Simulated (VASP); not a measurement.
# Cu3W2 (P6/mmm) in VASP: further runs

The runs below take Cu3W2 through relaxation of cell and atoms, single point, with PBE.

Everything below comes from runs of VASP 6.6.1. Logs are shortened: lines on timing, memory, paths and dates and some standing lists are left out, and cuts for length are marked.

## (1) The cell of the first run

It takes space group P6/mmm (No. 191, hexagonal). Conventional cell: a = 4.278 Å, b = 4.278 Å, c = 5.111 Å, α = 90.00°, β = 90.00°, γ = 120.00°. Cu (site symmetry -6m2) has 6 Cu at 2.47 Å and 2 W at 2.56 Å within 3.3 Å. Within 3.3 Å of Cu (site symmetry 6/mmm) lie 6 Cu at 2.47 Å. W (site symmetry -6m2) has 3 W at 2.47 Å and 2 Cu at 2.56 Å within 3.3 Å.

The cell was generated, and may not be a known phase.

## (2) Relaxation of cell and atoms, PBE

The input, INCAR:

```
SYSTEM = Cu3W2
ALGO     = Fast           ! electronic algorithm
EDIFF    = 1E-6           ! SCF threshold, eV
EDIFFG   = -0.01          ! ionic threshold
ENCUT    = 600            ! plane-wave cutoff, eV
GGA      = PE             ! functional
IBRION   = 2              ! ionic algorithm
ISIF     = 3              ! what is computed and relaxed
ISMEAR   = 0              ! smearing method
LASPH    = .TRUE.         ! aspherical terms in the spheres
LCHARG   = .FALSE.        ! write CHGCAR
LREAL    = .FALSE.        ! projectors in reciprocal space
LWAVE    = .FALSE.        ! write WAVECAR
NELM     = 100            ! most SCF steps
NSW      = 100            ! ionic steps
PREC     = Accurate       ! precision mode
SIGMA    = 0.1            ! smearing width, eV
```

The input, KPOINTS:

```
k-points
0
G
  12 12 8
  0 0 0
```

The input, POSCAR:

```
Cu3W2
1.0
    4.2784164224      0.0000000000      0.0000000000
   -2.1392082112      3.7052173098      0.0000000000
    0.0000000000      0.0000000000      5.1108605001
Cu W
3 2
Direct
    0.3333333333      0.6666666667      0.0000000000
    0.6666666667      0.3333333333      0.0000000000
    0.0000000000      0.0000000000      0.0000000000
    0.3333333333      0.6666666667      0.5000000000
    0.6666666667      0.3333333333      0.5000000000
```

Potentials or basis: VASP PAW PBE potentials, release 64 (Cu, W_sv).

Launch:

```bash
$ cat potpaw_PBE.64/Cu/POTCAR potpaw_PBE.64/W_sv/POTCAR > POTCAR
$ mpirun -np 1 vasp_std > vasp.out
```

OUTCAR:

```text
SYSTEM = Cu3W2
   EDIFF = 1E-6
   EDIFFG = -0.01
   ENCUT = 600
   GGA = PE
   IBRION = 2
   ISIF = 3
   ISMEAR = 0
   LASPH = .TRUE.
   LREAL = .FALSE.
   NELM = 100
   NSW = 100
   PREC = Accurate

 ion  position               nearest neighbor table
   1  0.333  0.667  0.000-   3 2.47   2 2.47   2 2.47   3 2.47   3 2.47   2 2.47   4 2.56   4 2.56

   2  0.667  0.333  0.000-   3 2.47   1 2.47   1 2.47   3 2.47   3 2.47   1 2.47   5 2.56   5 2.56

   3  0.000  0.000  0.000-   1 2.47   2 2.47   2 2.47   1 2.47   2 2.47   1 2.47
   4  0.333  0.667  0.500-   5 2.47   5 2.47   5 2.47   1 2.56   1 2.56
   5  0.667  0.333  0.500-   4 2.47   4 2.47   4 2.47   2 2.56   2 2.56

  LATTYP: Found a hexagonal cell.
 ALAT       =     4.2784164224
 C/A-ratio  =     1.1945682691

  Lattice vectors:

 A1 = (   4.2784164224,   0.0000000000,   0.0000000000)
 A2 = (  -2.1392082112,   3.7052173098,   0.0000000000)
 A3 = (   0.0000000000,   0.0000000000,   5.1108605001)

Analysis of symmetry for initial positions (statically):
=====================================================================
 Subroutine PRICEL returns:
 Original cell was already a primitive cell.

 Routine SETGRP: Setting up the symmetry group for a
 hexagonal supercell.

 Subroutine GETGRP returns: Found 24 space group operations
 (whereof 24 operations were pure point group operations)
 out of a pool of 24 trial point group operations.

The static configuration has the point symmetry D_6h.

Analysis of symmetry for dynamics (positions and initial velocities):
=====================================================================
 Subroutine PRICEL returns:
 Original cell was already a primitive cell.

 Routine SETGRP: Setting up the symmetry group for a
 hexagonal supercell.

 Subroutine GETGRP returns: Found 24 space group operations
 (whereof 24 operations were pure point group operations)
 out of a pool of 24 trial point group operations.

The dynamic configuration has the point symmetry D_6h.

 Subroutine INISYM returns: Found 24 space group operations
 (whereof 24 operations are pure point group operations),
 and found     1 'primitive' translations

----------------------------------------------------------------------------------------

                                     Primitive cell

  volume of cell :      81.0197

  direct lattice vectors                    reciprocal lattice vectors
     4.278416422  0.000000000  0.000000000     0.233731339  0.134944852  0.000000000
    -2.139208211  3.705217310  0.000000000     0.000000000  0.269889703  0.000000000
     0.000000000  0.000000000  5.110860500     0.000000000  0.000000000  0.195661768

  length of vectors
     4.278416422  4.278416422  5.110860500     0.269889703  0.269889703  0.195661768

  position of ions in fractional coordinates (direct lattice)
     0.333333333  0.666666667  0.000000000
     0.666666667  0.333333333  0.000000000
     0.000000000  0.000000000  0.000000000
     0.333333333  0.666666667  0.500000000
     0.666666667  0.333333333  0.500000000

  ion indices of the primitive-cell ions
   primitive index   ion index
                 1           1
                 2           2
                 3           3
                 4           4
                 5           5

----------------------------------------------------------------------------------------

 KPOINTS: k-points

Automatic generation of k-mesh.
 Grid dimensions read from file:
 generate k-points for:   12   12    8

 Generating k-lattice:

  Cartesian coordinates                     Fractional coordinates (reciprocal lattice)
     0.019477612  0.011245404  0.000000000     0.083333333 -0.000000000  0.000000000
     0.000000000  0.022490809  0.000000000     0.000000000  0.083333333  0.000000000
     0.000000000  0.000000000  0.024457721     0.000000000  0.000000000  0.125000000

  Length of vectors
     0.022490809  0.022490809  0.024457721

  Shift w.r.t. Gamma in fractional coordinates (k-lattice)
     0.000000000  0.000000000  0.000000000

 Subroutine IBZKPT returns following result:
 ===========================================

 Found     95 irreducible k-points:

 Following reciprocal coordinates:
            Coordinates               Weight
  0.000000  0.000000  0.000000      1.000000
  0.083333 -0.000000  0.000000      6.000000
  0.166667  0.000000  0.000000      6.000000
  0.250000  0.000000  0.000000      6.000000
  0.333333 -0.000000  0.000000      6.000000
  0.416667 -0.000000  0.000000      6.000000
[... 16 lines left out ...]
  0.250000  0.000000  0.125000     12.000000
  0.333333 -0.000000  0.125000     12.000000
 [... further k-points ...]
   k-points           NKPTS =     95   k-points in BZ     NKDIM =     95   number of bands    NBANDS=     36
   number of dos      NEDOS =    301   number of ions     NIONS =      5
   total plane-waves  NPLWV =  54432
   dimension x,y,z NGX =    36 NGY =   36 NGZ =   42
   dimension x,y,z NGXF=    72 NGYF=   72 NGZF=   84
   ions per type =               3   2
   NGX,Y,Z   is equivalent  to a cutoff of  13.99, 13.99, 13.66 a.u.
   NGXF,Y,Z  is equivalent  to a cutoff of  27.98, 27.98, 27.32 a.u.
 SYSTEM =  Cu3W2
   PREC   = accura    normal or accurate (medium, high low for compatibility)
   ISTART =      0    job   : 0-new  1-cont  2-samecut
   ICHARG =      2    charge: 1-file 2-atom 10-const
   ISPIN  =      1    spin polarized calculation?
   LNONCOLLINEAR =      F non collinear calculations
   LSORBIT =      F    spin-orbit coupling
   LASPH  =      T    aspherical Exc in radial PAW
   ENCUT  =  600.0 eV  44.10 Ry    6.64 a.u.   8.55  8.55 10.21*2*pi/ulx,y,z
   NELM   =    100;   NELMIN=  2; NELMDL= -5     # of ELM steps
   EDIFF  = 0.1E-05   stopping-criterion for ELM
   LREAL  =      F    real-space projection
   EDIFFG = -.1E-01   stopping-criterion for IOM
   NSW    =    100    number of steps for IOM
   IBRION =      2    ionic relax: 0-MD 1-quasi-New 2-CG
   NFREE  =      1    steps in history (QN), initial steepest desc. (CG)
   ISIF   =      3    stress and relaxation
   ISYM   =      2    0-nonsym 1-usesym 2-fastsym
   POTIM  = 0.5000    time-step for ionic-motion
   TEBEG  =    0.0;   TEEND  =   0.0 temperature during run
   PSTRESS=    0.0 pullay stress
   NELECT =      61.0000    total number of electrons
   NUPDOWN=      -1.0000    fix difference up-down
   EMIN   =  10.00;   EMAX   =-10.00  energy-range for DOS
   EFERMI =   0.00;   METHOD = LEGACY
   ISMEAR =     0;   SIGMA  =   0.10  broadening in eV -4-tet -1-fermi 0-gaus
   EFERMI_NEDOS =   21; number of points for ismear=-14 and -15
   IALGO  =     68    algorithm
   IMIX   =      4    mixing-type and parameters
     AMIX     =   0.40;   BMIX     =  1.00
     AMIX_MAG =   1.60;   BMIX_MAG =  1.00
  volume/ion in A,a.u.               =      16.20       109.35
  Fermi-wavevector in a.u.,A,eV,Ry     =   1.489319  2.814406 30.178707  2.218072
  Thomas-Fermi vector in A             =   2.602243
   LORBIT       =      0    0 simple, 1 ext, 2 COOP (PROOUT), +10 PAW based schemes
   GGA     = PE    functional components
   LHFCALC =     F    Hartree Fock is set to
   AEXX    =    0.0000 exact exchange contribution
   IVDW    =     0    specifies the selected vdW correction
   LEPSILON=     F    determine dielectric tensor
   LRPA    =     F    only Hartree local field effects (RPA)
 conjugate gradient relaxation of ions
 non-spin polarized calculation
 RMM-DIIS sequential band-by-band and
 Gauss-broadening in eV      SIGMA  =   0.10
  energy-cutoff  :      600.00
  volume of cell :       81.02
 maximum number of plane-waves:      2732
 NGX is ok and might be reduce to    36
   NGX = 17   NGY = 17   NGZ = 21

--------------------------------------- Ionic step        1  -------------------------------------------

 number of electron      61.0000023 magnetization

 Free energy of the ion-electron system (eV)
  ---------------------------------------------------
  ext. energy  EPLUGINS =         0.00000000
  ---------------------------------------------------
  free energy    TOTEN  =       -32.06267170 eV

  energy without entropy =      -32.04813927  energy(sigma->0) =      -32.05540548

------------------------ aborting loop because EDIFF is reached ----------------------------------------

  FORCE on cell =-STRESS in cart. coord.  units (eV):
  Direction    XX          YY          ZZ          XY          YZ          ZX
  --------------------------------------------------------------------------------------
  -------------------------------------------------------------------------------------
  Total        0.6211066      0.6211066     -0.0260330      0.0000000      0.0000000     -0.0000000
  in kB       12.2824763     12.2824763     -0.5148068      0.0000000      0.0000000     -0.0000000
  external PRESSURE =       8.0167153 kB  Pullay stress =       0.0000000 kB
[... 180 lines left out ...]
  energy  without entropy=      -32.0497082429  energy(sigma->0) =      -32.05710876

--------------------------------------- Ionic step        6  -------------------------------------------

 number of electron      61.0000021 magnetization

 Free energy of the ion-electron system (eV)
  ---------------------------------------------------
  ext. energy  EPLUGINS =         0.00000000
  ---------------------------------------------------
  free energy    TOTEN  =       -32.06451140 eV

  energy without entropy =      -32.04971055  energy(sigma->0) =      -32.05711098

 E-fermi :   6.8318     XC(G=0): -11.9014

 val. band max:        6.8099060434   @ k =   0.4167   0.0833   0.2500
 cond. band min:       6.8364953369   @ k =   0.2500   0.0000   0.0000
 fundamental gap:      0.0265892934
 Fermi energy:         6.8318341818

 k-point     1 :       0.0000    0.0000    0.0000
  band No.  band energies     occupation
      1     -66.7478      2.00000
      2     -66.4584      2.00000
      3     -31.5469      2.00000
      4     -31.5469      2.00000
      5     -31.1026      2.00000
      6     -30.7291      2.00000
[... 925 lines left out ...]
     35      10.1603      0.00000
     36      10.1914      0.00000

 [... further k-points ...]

------------------------ aborting loop because EDIFF is reached ----------------------------------------

  FORCE on cell =-STRESS in cart. coord.  units (eV):
  Direction    XX          YY          ZZ          XY          YZ          ZX
  --------------------------------------------------------------------------------------
  -------------------------------------------------------------------------------------
  Total       -0.0086006     -0.0086006      0.0044792      0.0000000      0.0000000      0.0000000
  in kB       -0.1692604     -0.1692604      0.0881505      0.0000000      0.0000000      0.0000000
  external PRESSURE =      -0.0834568 kB  Pullay stress =       0.0000000 kB
[... 20 lines left out ...]
  FREE ENERGIE OF THE ION-ELECTRON SYSTEM (eV)
  ---------------------------------------------------
  free  energy   TOTEN  =       -32.0645114000 eV

  energy  without entropy=      -32.0497105540  energy(sigma->0) =      -32.05711098

 reached required accuracy - stopping structural energy minimisation
```

Wall time 43 min (1 thread of Intel Xeon 8259CL, shared host); peak memory 0.45 GiB.

Results:

| Property | Result |
| --- | --- |
| Free energy | -32.0645 eV |
| Relaxed volume | 16.28 Å³/atom |
| Relaxed cell | a = 4.291 Å, b = 4.291 Å, c = 5.106 Å, α = 90.00°, β = 90.00°, γ = 120.00° |
| Space group after relaxing (to 0.1 Å) | P6/mmm (No. 191) |
| Energy gained by relaxing | 0.4 meV/atom |
| Ionic steps | 6 |
| Pressure after relaxing | 0.0 GPa |
| Band gap on the k mesh | zero (an odd number of electrons rules out a gap without spin polarisation) |

The path:
```
step  energy change (eV)  largest force (eV/Å)  pressure (GPa)  volume (Å³)
   1              0.0000                0.0000            0.80        81.02
   2              0.0002                0.0000           -1.00        81.97
   3             -0.0018                0.0000           -0.12        81.48
   4             -0.0018                0.0000           -0.08        81.47
   5             -0.0018                0.0000            0.12        81.40
   6             -0.0018                0.0000           -0.01        81.41
```

Final structure:
```
Cu W
1.0
     4.29083    0.00000    0.00000
    -2.14541    3.71597    0.00000
     0.00000    0.00000    5.10589
Cu W
3 2
Cartesian
  0.0000 2.4773 0.0000
  2.1454 1.2387 0.0000
  0.0000 0.0000 0.0000
  0.0000 2.4773 2.5529
  2.1454 1.2387 2.5529
```

Caveat: spin-orbit coupling is left out, which moves the levels of the heavy elements.

## (3) Single point, PBE

The input, INCAR:

```
PREC     = Accurate       # precision mode
ENCUT    = 820            # plane-wave cutoff, eV
EDIFF    = 1E-6           # SCF threshold, eV
ISMEAR   = 0              # smearing method
SIGMA    = 0.1            # smearing width, eV
LREAL    = False          # projectors in reciprocal space
LASPH    = True           # aspherical terms in the spheres
NELM     = 120            # most SCF steps
ALGO     = Normal         # electronic algorithm
ISIF     = 2              # what is computed and relaxed
LWAVE    = False          # write WAVECAR
LCHARG   = False          # write CHGCAR
GGA      = PE             # functional
NBANDS   = 50             # bands
GGA_COMPAT= False
```

The input, KPOINTS:

```
regular mesh
0
Gamma
  12 12 8
```

POSCAR: that of step 2 with these lines changed.

```diff
@@ -2,5 +2,5 @@
 1.0
-    4.2784164224      0.0000000000      0.0000000000
-   -2.1392082112      3.7052173098      0.0000000000
-    0.0000000000      0.0000000000      5.1108605001
+    4.2841587237      0.0000000000      0.0000000000
+   -2.1420793619      3.7101902886      0.0000000000
+    0.0000000000      0.0000000000      5.1015741767
 Cu W
```

Potentials or basis: VASP PAW PBE potentials, release 64 (Cu_sv_GW, W_sv).

Launch:

```bash
$ cat potpaw_PBE.64/Cu_sv_GW/POTCAR potpaw_PBE.64/W_sv/POTCAR > POTCAR
$ mpirun -np 1 vasp_std > vasp.out
```

OUTCAR:

```text
PREC = Accurate
   ENCUT = 820
   EDIFF = 1E-6
   ISMEAR = 0
   LREAL = False
   LASPH = True
   NELM = 120
   ISIF = 2
   GGA = PE

 ion  position               nearest neighbor table
   1  0.333  0.667  0.000-   2 2.47   3 2.47   2 2.47   3 2.47   3 2.47   2 2.47   4 2.55   4 2.55

   2  0.667  0.333  0.000-   1 2.47   3 2.47   1 2.47   3 2.47   3 2.47   1 2.47   5 2.55   5 2.55

   3  0.000  0.000  0.000-   1 2.47   2 2.47   2 2.47   1 2.47   2 2.47   1 2.47
   4  0.333  0.667  0.500-   5 2.47   5 2.47   5 2.47   1 2.55   1 2.55
   5  0.667  0.333  0.500-   4 2.47   4 2.47   4 2.47   2 2.55   2 2.55

  LATTYP: Found a hexagonal cell.
 ALAT       =     4.2841587237
 C/A-ratio  =     1.1907995258

  Lattice vectors:

 A1 = (   4.2841587237,   0.0000000000,   0.0000000000)
 A2 = (  -2.1420793619,   3.7101902886,   0.0000000000)
 A3 = (   0.0000000000,   0.0000000000,   5.1015741767)

Analysis of symmetry for initial positions (statically):
=====================================================================
 Subroutine PRICEL returns:
 Original cell was already a primitive cell.
[... 177 lines left out ...]

 val. band max:        6.8602904337   @ k =   0.4167   0.0833   0.2500
 cond. band min:       6.8827834939   @ k =   0.2500   0.0000   0.0000
 fundamental gap:      0.0224930602
 Fermi energy:         6.8821680818

 k-point     1 :       0.0000    0.0000    0.0000
  band No.  band energies     occupation
      1    -105.8999      2.00000
      2    -105.8887      2.00000
      3    -105.2342      2.00000
      4     -66.7014      2.00000
      5     -66.4067      2.00000
      6     -63.3597      2.00000
[... 1261 lines left out ...]
     49      10.3379      0.00000
     50      12.2107      0.00000

 [... further k-points ...]

------------------------ aborting loop because EDIFF is reached ----------------------------------------

  FORCE on cell =-STRESS in cart. coord.  units (eV):
  Direction    XX          YY          ZZ          XY          YZ          ZX
  --------------------------------------------------------------------------------------
  -------------------------------------------------------------------------------------
  Total       -0.0674402     -0.0674402     -0.2964140      0.0000000     -0.0000000      0.0000000
  in kB       -1.3324877     -1.3324877     -5.8565711      0.0000000     -0.0000000      0.0000000
  external PRESSURE =      -2.8405155 kB  Pullay stress =       0.0000000 kB

 VOLUME and BASIS-vectors are now :
 -----------------------------------------------------------------------------
  energy-cutoff  :      820.00
  volume of cell :       81.09
      direct lattice vectors                 reciprocal lattice vectors
     4.284158724  0.000000000  0.000000000     0.233418056  0.134763977  0.000000000
    -2.142079362  3.710190289  0.000000000     0.000000000  0.269527955  0.000000000
     0.000000000  0.000000000  5.101574177     0.000000000  0.000000000  0.196017928

 POSITION                                       TOTAL-FORCE (eV/Angst)
 -----------------------------------------------------------------------------------
     -0.00000      2.47346      0.00000        -0.000000      0.000000      0.000000
      2.14208      1.23673      0.00000         0.000000     -0.000000      0.000000
      0.00000      0.00000      0.00000        -0.000000      0.000000      0.000000
     -0.00000      2.47346      2.55079        -0.000000      0.000000      0.000000
      2.14208      1.23673      2.55079         0.000000     -0.000000     -0.000000
 -----------------------------------------------------------------------------------
    total drift:                                0.000000     -0.000000     -0.000000

  FREE ENERGIE OF THE ION-ELECTRON SYSTEM (eV)
  ---------------------------------------------------
  free  energy   TOTEN  =       -32.2653134970 eV

  energy  without entropy=      -32.2507308936  energy(sigma->0) =      -32.25802220
```

Wall time 12 min (1 thread of Intel Xeon Platinum 8488C (Sapphire Rapids), shared host); peak memory 0.75 GiB.

What came out:

```
Free energy            : -32.2653 eV
Pressure               : -0.3 GPa
Band gap on the k mesh : zero (an odd number of electrons rules out a gap without spin polarisation)
```

Stress tensor (GPa, compression positive):
```
-0.13  0.00  0.00
 0.00 -0.13  0.00
 0.00  0.00 -0.59
```

Caveat: spin-orbit coupling is left out, which moves the levels of the heavy elements.

The gap in the log of VASP goes by the Fermi energy; the results here count the filled bands.